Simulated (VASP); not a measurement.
# TlPb2 (Fd-3m) in VASP: further runs

The runs below take TlPb2 through single point, with PBE.

Program: VASP 6.6.1. These are calculated values, not measurements. Logs are shortened: lines on timing, memory, paths and dates and some standing lists are left out, and cuts for length are marked.

### 1 The cell of the first run

It takes space group Fd-3m (No. 227, cubic). The conventional cell has a = 9.370 Å, b = 9.370 Å, c = 9.370 Å, α = 90.00°, β = 90.00°, γ = 90.00°. Tl (site symmetry -43m) has 12 Pb at 3.88 Å and 4 Tl at 4.06 Å within 5.1 Å. Within 4.4 Å of Pb (site symmetry -3m) lie 6 Pb at 3.31 Å and 6 Tl at 3.88 Å.

The cell was generated, and may not be a known phase.

### 2 Single point, PBE

Input file INCAR:

```
ALGO     = Fast           # electronic algorithm
EDIFF    = 1E-7           # SCF threshold, eV
ENCUT    = 520            # plane-wave cutoff, eV
GGA      = PE             # functional
ISIF     = 2              # what is computed and relaxed
ISMEAR   = 0              # smearing method
LASPH    = True           # aspherical terms in the spheres
LCHARG   = False          # write CHGCAR
LREAL    = False          # projectors in reciprocal space
LWAVE    = False          # write WAVECAR
NBANDS   = 50             # bands
NELM     = 100            # most SCF steps
PREC     = Accurate       # precision mode
SIGMA    = 0.1            # smearing width, eV
```

Input file KPOINTS:

```
k-points
0
Gamma
  8 8 8
```

Input file POSCAR:

```
TlPb2
1.0
    0.0000000000      4.6850505000      4.6850505000
    4.6850505000      0.0000000000      4.6850505000
    4.6850505000      4.6850505000      0.0000000000
Tl Pb
2 4
Direct
    0.0000000000      0.0000000000      0.0000000000
    0.2500000000      0.2500000000      0.2500000000
    0.6250000000      0.6250000000      0.6250000000
    0.1250000000      0.6250000000      0.6250000000
    0.6250000000      0.1250000000      0.6250000000
    0.6250000000      0.6250000000      0.1250000000
```

Potentials or basis: VASP PAW PBE potentials, release 64 (Tl_d, Pb_d).

The run is started by

```
$ cat potpaw_PBE.64/Tl_d/POTCAR potpaw_PBE.64/Pb_d/POTCAR > POTCAR
$ mpirun -np 1 vasp_std > vasp.out
```

OUTCAR:

```text
EDIFF = 1E-7
   ENCUT = 520
   GGA = PE
   ISIF = 2
   ISMEAR = 0
   LASPH = True
   LREAL = False
   NELM = 100
   PREC = Accurate

 ion  position               nearest neighbor table
   1  0.000  0.000  0.000-   5 3.88   6 3.88   4 3.88   6 3.88   4 3.88   5 3.88   3 3.88   3 3.88
                             3 3.88   6 3.88   5 3.88   4 3.88   2 4.06   2 4.06   2 4.06   2 4.06
   2  0.250  0.250  0.250-   4 3.88   5 3.88   4 3.88   6 3.88   5 3.88   6 3.88   3 3.88   3 3.88
                             3 3.88   6 3.88   4 3.88   5 3.88   1 4.06   1 4.06   1 4.06   1 4.06
   3  0.625  0.625  0.625-   4 3.31   5 3.31   6 3.31   6 3.31   5 3.31   4 3.31   1 3.88   2 3.88
                             1 3.88   2 3.88   1 3.88   2 3.88
   4  0.125  0.625  0.625-   3 3.31   6 3.31   5 3.31   3 3.31   5 3.31   6 3.31   2 3.88   1 3.88
                             2 3.88   1 3.88   1 3.88   2 3.88
   5  0.625  0.125  0.625-   3 3.31   6 3.31   3 3.31   4 3.31   6 3.31   4 3.31   1 3.88   2 3.88
                             1 3.88   2 3.88   1 3.88   2 3.88
   6  0.625  0.625  0.125-   3 3.31   3 3.31   4 3.31   5 3.31   5 3.31   4 3.31   1 3.88   2 3.88
                             1 3.88   2 3.88   1 3.88   2 3.88

  LATTYP: Found a face centered cubic cell.
 ALAT       =     9.3701010000

  Lattice vectors:

 A1 = (   0.0000000000,   4.6850505000,   4.6850505000)
 A2 = (   4.6850505000,   0.0000000000,   4.6850505000)
 A3 = (   4.6850505000,   4.6850505000,   0.0000000000)

Analysis of symmetry for initial positions (statically):
=====================================================================
 Subroutine PRICEL returns:
 Original cell was already a primitive cell.

 Routine SETGRP: Setting up the symmetry group for a
 face centered cubic supercell.

 Subroutine GETGRP returns: Found 48 space group operations
 (whereof 24 operations were pure point group operations)
 out of a pool of 48 trial point group operations.

The static configuration has the point symmetry T_d .
 The point group associated with its full space group is O_h .

Analysis of symmetry for dynamics (positions and initial velocities):
=====================================================================
 Subroutine PRICEL returns:
 Original cell was already a primitive cell.

 Routine SETGRP: Setting up the symmetry group for a
 face centered cubic supercell.

 Subroutine GETGRP returns: Found 48 space group operations
 (whereof 24 operations were pure point group operations)
 out of a pool of 48 trial point group operations.

The dynamic configuration has the point symmetry T_d .
 The point group associated with its full space group is O_h .

 Subroutine INISYM returns: Found 48 space group operations
 (whereof 24 operations are pure point group operations),
 and found     1 'primitive' translations

----------------------------------------------------------------------------------------

                                     Primitive cell

  volume of cell :     205.6709

  direct lattice vectors                    reciprocal lattice vectors
     0.000000000  4.685050500  4.685050500    -0.106722436  0.106722436  0.106722436
     4.685050500  0.000000000  4.685050500     0.106722436 -0.106722436  0.106722436
     4.685050500  4.685050500  0.000000000     0.106722436  0.106722436 -0.106722436

  length of vectors
     6.625661958  6.625661958  6.625661958     0.184848681  0.184848681  0.184848681

  position of ions in fractional coordinates (direct lattice)
     0.000000000  0.000000000  0.000000000
     0.250000000  0.250000000  0.250000000
     0.625000000  0.625000000  0.625000000
     0.125000000  0.625000000  0.625000000
     0.625000000  0.125000000  0.625000000
     0.625000000  0.625000000  0.125000000

  ion indices of the primitive-cell ions
   primitive index   ion index
                 1           1
                 2           2
                 3           3
                 4           4
                 5           5
                 6           6

----------------------------------------------------------------------------------------

 KPOINTS: k-points

Automatic generation of k-mesh.
 Grid dimensions read from file:
 generate k-points for:    8    8    8

 Generating k-lattice:

  Cartesian coordinates                     Fractional coordinates (reciprocal lattice)
    -0.013340304  0.013340304  0.013340304     0.125000000  0.000000000  0.000000000
     0.013340304 -0.013340304  0.013340304     0.000000000  0.125000000  0.000000000
     0.013340304  0.013340304 -0.013340304     0.000000000  0.000000000  0.125000000

  Length of vectors
     0.023106085  0.023106085  0.023106085

  Shift w.r.t. Gamma in fractional coordinates (k-lattice)
     0.000000000  0.000000000  0.000000000

 Subroutine IBZKPT returns following result:
 ===========================================

 Found     29 irreducible k-points:

 Following reciprocal coordinates:
            Coordinates               Weight
  0.000000  0.000000  0.000000      1.000000
  0.125000  0.000000  0.000000      8.000000
  0.250000  0.000000  0.000000      8.000000
  0.375000  0.000000  0.000000      8.000000
  0.500000  0.000000  0.000000      4.000000
  0.125000  0.125000  0.000000      6.000000
[... 16 lines left out ...]
  0.500000  0.250000  0.125000     48.000000
 -0.375000  0.250000  0.125000     24.000000
 [... further k-points ...]
   k-points           NKPTS =     29   k-points in BZ     NKDIM =     29   number of bands    NBANDS=     50
   number of dos      NEDOS =    301   number of ions     NIONS =      6
   total plane-waves  NPLWV = 125000
   dimension x,y,z NGX =    50 NGY =   50 NGZ =   50
   dimension x,y,z NGXF=   100 NGYF=  100 NGZF=  100
   ions per type =               2   4
   NGX,Y,Z   is equivalent  to a cutoff of  12.55, 12.55, 12.55 a.u.
   NGXF,Y,Z  is equivalent  to a cutoff of  25.09, 25.09, 25.09 a.u.
 SYSTEM =  unknown system
   PREC   = accura    normal or accurate (medium, high low for compatibility)
   ISTART =      0    job   : 0-new  1-cont  2-samecut
   ICHARG =      2    charge: 1-file 2-atom 10-const
   ISPIN  =      1    spin polarized calculation?
   LNONCOLLINEAR =      F non collinear calculations
   LSORBIT =      F    spin-orbit coupling
   LASPH  =      T    aspherical Exc in radial PAW
   ENCUT  =  520.0 eV  38.22 Ry    6.18 a.u.  12.32 12.32 12.32*2*pi/ulx,y,z
   NELM   =    100;   NELMIN=  2; NELMDL= -5     # of ELM steps
   EDIFF  = 0.1E-06   stopping-criterion for ELM
   LREAL  =      F    real-space projection
   EDIFFG = 0.1E-05   stopping-criterion for IOM
   NSW    =      0    number of steps for IOM
   IBRION =     -1    ionic relax: 0-MD 1-quasi-New 2-CG
   NFREE  =      0    steps in history (QN), initial steepest desc. (CG)
   ISIF   =      2    stress and relaxation
   ISYM   =      2    0-nonsym 1-usesym 2-fastsym
   POTIM  = 0.5000    time-step for ionic-motion
   TEBEG  =    0.0;   TEEND  =   0.0 temperature during run
   PSTRESS=    0.0 pullay stress
   NELECT =      82.0000    total number of electrons
   NUPDOWN=      -1.0000    fix difference up-down
   EMIN   =  10.00;   EMAX   =-10.00  energy-range for DOS
   EFERMI =   0.00;   METHOD = LEGACY
   ISMEAR =     0;   SIGMA  =   0.10  broadening in eV -4-tet -1-fermi 0-gaus
   EFERMI_NEDOS =   21; number of points for ismear=-14 and -15
   IALGO  =     68    algorithm
   IMIX   =      4    mixing-type and parameters
     AMIX     =   0.40;   BMIX     =  1.00
     AMIX_MAG =   1.60;   BMIX_MAG =  1.00
  volume/ion in A,a.u.               =      34.28       231.32
  Fermi-wavevector in a.u.,A,eV,Ry     =   1.204912  2.276953 19.753100  1.451812
  Thomas-Fermi vector in A             =   2.340623
   LORBIT       =      0    0 simple, 1 ext, 2 COOP (PROOUT), +10 PAW based schemes
   GGA     = PE    functional components
   LHFCALC =     F    Hartree Fock is set to
   AEXX    =    0.0000 exact exchange contribution
   IVDW    =     0    specifies the selected vdW correction
   LEPSILON=     F    determine dielectric tensor
   LRPA    =     F    only Hartree local field effects (RPA)
 non-spin polarized calculation
 RMM-DIIS sequential band-by-band and
 Gauss-broadening in eV      SIGMA  =   0.10
  energy-cutoff  :      520.00
  volume of cell :      205.67
 maximum number of plane-waves:      5577
 NGX is ok and might be reduce to    50
   NGX = 25   NGY = 25   NGZ = 25

 number of electron      81.9999989 magnetization

 Free energy of the ion-electron system (eV)
  ---------------------------------------------------
  ext. energy  EPLUGINS =         0.00000000
  ---------------------------------------------------
  free energy    TOTEN  =       -18.36824354 eV

  energy without entropy =      -18.35020086  energy(sigma->0) =      -18.35922220

 E-fermi :   5.6545     XC(G=0):  -9.4586

 val. band max:        5.6305166093   @ k =  -0.2500   0.3750   0.1250
 cond. band min:       5.6789793614   @ k =   0.5000   0.0000   0.0000
 fundamental gap:      0.0484627522
 Fermi energy:         5.6544533885

 k-point     1 :       0.0000    0.0000    0.0000
  band No.  band energies     occupation
      1     -11.6429      2.00000
      2     -11.5104      2.00000
      3     -11.5104      2.00000
      4     -11.5104      2.00000
      5     -11.5032      2.00000
      6     -11.5032      2.00000
[... 42 lines left out ...]
     49      10.4905      0.00000
     50      10.4905      0.00000

 k-point     2 :       0.1250    0.0000    0.0000
  band No.  band energies     occupation
      1     -11.6305      2.00000
      2     -11.5062      2.00000
      3     -11.5056      2.00000
      4     -11.5056      2.00000
      5     -11.4902      2.00000
      6     -11.4902      2.00000
[... 42 lines left out ...]
     49      10.2187      0.00000
     50      10.2679      0.00000

 k-point     3 :       0.2500    0.0000    0.0000
  band No.  band energies     occupation
      1     -11.6011      2.00000
      2     -11.5014      2.00000
      3     -11.5014      2.00000
      4     -11.4897      2.00000
      5     -11.4444      2.00000
      6     -11.4444      2.00000
[... 1102 lines left out ...]
     49       9.0284      0.00000
     50       9.5321      0.00000

 k-point    24 :      -0.3750    0.2500    0.1250
  band No.  band energies     occupation
      1     -11.5320      2.00000
      2     -11.4870      2.00000
      3     -11.4503      2.00000
      4     -11.4291      2.00000
      5     -11.3705      2.00000
      6     -11.3344      2.00000
[... 42 lines left out ...]
     49       9.4359      0.00000
     50       9.7432      0.00000

 [... further k-points ...]

------------------------ aborting loop because EDIFF is reached ----------------------------------------

  FORCE on cell =-STRESS in cart. coord.  units (eV):
  Direction    XX          YY          ZZ          XY          YZ          ZX
  --------------------------------------------------------------------------------------
  -------------------------------------------------------------------------------------
  Total       -0.0705778     -0.0705778     -0.0705778      0.0000000     -0.0000000      0.0000000
  in kB       -0.5498016     -0.5498016     -0.5498016      0.0000000     -0.0000000      0.0000000
  external PRESSURE =      -0.5498016 kB  Pullay stress =       0.0000000 kB

 VOLUME and BASIS-vectors are now :
 -----------------------------------------------------------------------------
  energy-cutoff  :      520.00
  volume of cell :      205.67
      direct lattice vectors                 reciprocal lattice vectors
     0.000000000  4.685050500  4.685050500    -0.106722436  0.106722436  0.106722436
     4.685050500  0.000000000  4.685050500     0.106722436 -0.106722436  0.106722436
     4.685050500  4.685050500  0.000000000     0.106722436  0.106722436 -0.106722436

 POSITION                                       TOTAL-FORCE (eV/Angst)
 -----------------------------------------------------------------------------------
      0.00000      0.00000      0.00000        -0.000000     -0.000000     -0.000000
      2.34253      2.34253      2.34253         0.000000      0.000000      0.000000
      5.85631      5.85631      5.85631        -0.000000     -0.000000      0.000000
      5.85631      3.51379      3.51379        -0.000000     -0.000000      0.000000
      3.51379      5.85631      3.51379        -0.000000     -0.000000      0.000000
      3.51379      3.51379      5.85631        -0.000000     -0.000000      0.000000
 -----------------------------------------------------------------------------------
    total drift:                               -0.000000     -0.000000      0.000000

  FREE ENERGIE OF THE ION-ELECTRON SYSTEM (eV)
  ---------------------------------------------------
  free  energy   TOTEN  =       -18.3682435381 eV

  energy  without entropy=      -18.3502008636  energy(sigma->0) =      -18.35922220
```

Run time: 4.3 min. Hardware: 1 thread of AMD EPYC 9R45 (Zen 5), shared host; peak memory 0.45 GiB.

Results:

```yaml
Free_energy: -18.3682 eV
Pressure: -0.1 GPa
Band_gap_on_the_k_mesh: zero (bands 41 and 42 overlap by 2.05 eV)
```

Caveat: spin-orbit coupling is left out, which moves the levels of the heavy elements.

### 3 Single point, PBE (35.31 Å³/atom)

This run uses another cell than the first one, of 35.31 Å³/atom.

Input file INCAR:

```
SYSTEM = TlPb2
PREC = Accurate ; ENCUT = 520
EDIFF = 1E-7 ; ISMEAR = 0
SIGMA = 0.1 ; LREAL = .FALSE.
LASPH = .TRUE. ; NELM = 80
ALGO = Fast ; ISIF = 2
LWAVE = .FALSE. ; LCHARG = .TRUE.
GGA = PE ; LELF = .TRUE.
LVHAR = .TRUE. ; NBANDS = 50
```

Input file KPOINTS:

```
regular mesh
0
G
  8 8 8
  0 0 0
```

Edit POSCAR of step 2 so:

```diff
@@ -2,5 +2,5 @@
 1.0
-    0.0000000000      4.6850505000      4.6850505000
-    4.6850505000      0.0000000000      4.6850505000
-    4.6850505000      4.6850505000      0.0000000000
+    0.0000000000      4.7314401556      4.7314401556
+    4.7314401556      0.0000000000      4.7314401556
+    4.7314401556      4.7314401556      0.0000000000
 Tl Pb
```

Potentials or basis: VASP PAW PBE potentials, release 64 (Tl_d, Pb_d).

The run is started by

```
$ cat potpaw_PBE.64/Tl_d/POTCAR potpaw_PBE.64/Pb_d/POTCAR > POTCAR
$ mpirun -np 1 vasp_std > vasp.out
```

Run time: 3.9 min. Hardware: 1 thread of AMD EPYC 9R45 (Zen 5), shared host; peak memory 0.46 GiB.

It converged, with:

| Property | Result |
| --- | --- |
| Free energy | -18.3526 eV |
| Pressure | -0.9 GPa |
| Band gap on the k mesh | zero (bands 41 and 42 overlap by 1.99 eV) |

Levels at points of the mesh, in eV from the Fermi level:
```tsv
k point	band 37	band 38	band 39	band 40	band 41	band 42	band 43	band 44	band 45	band 46
(0.00, 0.00, 0.00)	-3.81	-2.48	-2.48	-2.48	-0.70	-0.70	0.46	0.46	0.46	4.10
(0.50, 0.00, 0.00)	-2.53	-2.31	-2.31	0.03	0.03	0.73	0.74	0.74	1.35	2.07
(0.50, 0.50, 0.00)	-1.24	-1.24	-0.98	-0.98	1.00	1.00	1.07	1.07	1.14	1.14
```

Caveat: spin-orbit coupling is left out, which moves the levels of the heavy elements.

The gap in the log of VASP goes by the Fermi energy; the results here count the filled bands.